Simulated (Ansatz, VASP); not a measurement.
NaH in VASP and in Ansatz

```xyz
2
Lattice="0.0000 2.3864 2.3864 2.3864 0.0000 2.3864 2.3864 2.3864 0.0000" Properties=species:S:1:pos:R:3 pbc="T T T"
Na    0.0000    0.0000    0.0000
H     2.3864    2.3864    2.3864
```

Alike in both runs: task single point; functional LDA; k mesh 6 × 6 × 6; occupations gaussian, width 0.1 eV; no spin polarisation.

```csv
,VASP,Ansatz
version,VASP 6.6.1,Ansatz 0.2.0
potentials or method,"VASP PAW LDA potentials, release 64 (Na_pv, H), cutoff 500 eV","scalar-relativistic, plane waves, PAW"
valence electrons in the cell,8,10
```

```tsv
	VASP	Ansatz	Ansatz less VASP
gap on the k mesh at the Fermi level (eV)	3.52	3.52	+0.001
least direct gap on the mesh (eV)	4.40	4.40	+0.004
pressure (GPa)	-1.4	-1.3	+0.10
```

Ansatz warns that its potentials were made for another functional, while VASP's fit it. LDA's correlation is that of Perdew and Zunger in VASP and of Perdew and Wang (1992) in Ansatz. VASP's potentials hold 8 valence electrons a cell and Ansatz's 10, so a difference there can come from the potentials and not from the codes.
